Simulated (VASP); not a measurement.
Input of a VASP 6.6.1 run:

File INCAR:

```
PREC = Accurate
ENCUT = 520
EDIFF = 1E-6
ISMEAR = 0
SIGMA = 0.02
LREAL = False
LASPH = True
NELM = 100
ALGO = Normal
ISIF = 2
LWAVE = False
LCHARG = True
GGA = PS
LELF = True
LVHAR = True
NBANDS = 60
```

File KPOINTS:

```
regular mesh
0
Gamma
  4 4 4
```

The input POSCAR:

```
ZnSe2
1.0
    6.2392186622      0.0000000000      0.0000000000
    0.0000000000      6.2392186622      0.0000000000
    0.0000000000      0.0000000000      6.2392186622
Zn Se
4 8
Direct
    0.5000000000      0.5000000000      0.0000000000
    0.5000000000      0.0000000000      0.5000000000
    0.0000000000      0.5000000000      0.5000000000
    0.0000000000      0.0000000000      0.0000000000
    0.1099629536      0.8900370464      0.3900370464
    0.8900370464      0.3900370464      0.1099629536
    0.3900370464      0.1099629536      0.8900370464
    0.6099629536      0.6099629536      0.6099629536
    0.8900370464      0.1099629536      0.6099629536
    0.1099629536      0.6099629536      0.8900370464
    0.6099629536      0.8900370464      0.1099629536
    0.3900370464      0.3900370464      0.3900370464
```

Potentials or basis: VASP PAW PBE potentials, release 64 (Zn, Se).

Command:

```sh
$ cat potpaw_PBE.64/Zn/POTCAR potpaw_PBE.64/Se/POTCAR > POTCAR
$ mpirun -np 1 vasp_std > vasp.out
```

Problem. What does it give for the pressure?

Solution. 0.3 GPa.

Problem. What does it give for the band gap on the k mesh?

Solution. 0.72 eV, indirect (least direct gap 0.84 eV).

Forces on the atoms (eV/Å):
```
Zn   0.000  0.000  0.000
Zn   0.000  0.000  0.000
Zn   0.000  0.000  0.000
Zn   0.000  0.000  0.000
Se   0.015 -0.015 -0.015
Se  -0.015 -0.015  0.015
Se  -0.015  0.015 -0.015
Se   0.015  0.015  0.015
Se  -0.015  0.015  0.015
Se   0.015  0.015 -0.015
Se   0.015 -0.015  0.015
Se  -0.015 -0.015 -0.015
```

Caveat: the PAW data sets were made with another functional, which shifts forces and pressure a little. A k mesh can miss the band edges.
